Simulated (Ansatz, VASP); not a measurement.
**Two plane-wave programs on Cu2As3**

```
As Cu
1.0
     4.13691    0.00000    0.00000
    -2.06845    3.58267    0.00000
     0.00000    0.00000    6.20966
As Cu
3 2
Cartesian
  2.0685 1.1942 4.0322
  0.0000 2.3884 2.1775
  0.0000 0.0000 0.0000
  2.0685 1.1942 1.3473
  0.0000 2.3884 4.8624
```

Alike in both runs: task single point; functional PBE; k mesh 8 × 8 × 5; occupations fermi-dirac, width 0.05 eV; no spin polarisation.

```csv
,VASP,Ansatz
version,VASP 6.6.1,Ansatz 0.2.0
potentials or method,"VASP PAW PBE potentials, release 64 (As, Cu)",Ansatz PAW
plane-wave cutoff (eV),520,420
valence electrons in the cell,37,83
```

VASP gave:

- gap on the k mesh at the Fermi level (eV): none
- pressure (GPa): -3.8
- traceless stress, the component that is largest in VASP (GPa): 0.39
- rms of the force components (eV/Å): 0.017

Task: Which values does Ansatz return?

Result: gap on the k mesh at the Fermi level (eV): none; pressure (GPa): -4.0; traceless stress, the component that is largest in VASP (GPa): 0.49; rms of the force components (eV/Å): 0.022.

Atom by atom the forces differ by 0.009 eV/Å (rms over components). A gap of «none» marks a metal or a gap that the smearing closes. The functional is the same, so the differences come from potentials, cutoffs and numerics. VASP's potentials hold 37 valence electrons a cell and Ansatz's 83, so a difference there can come from the potentials and not from the codes.
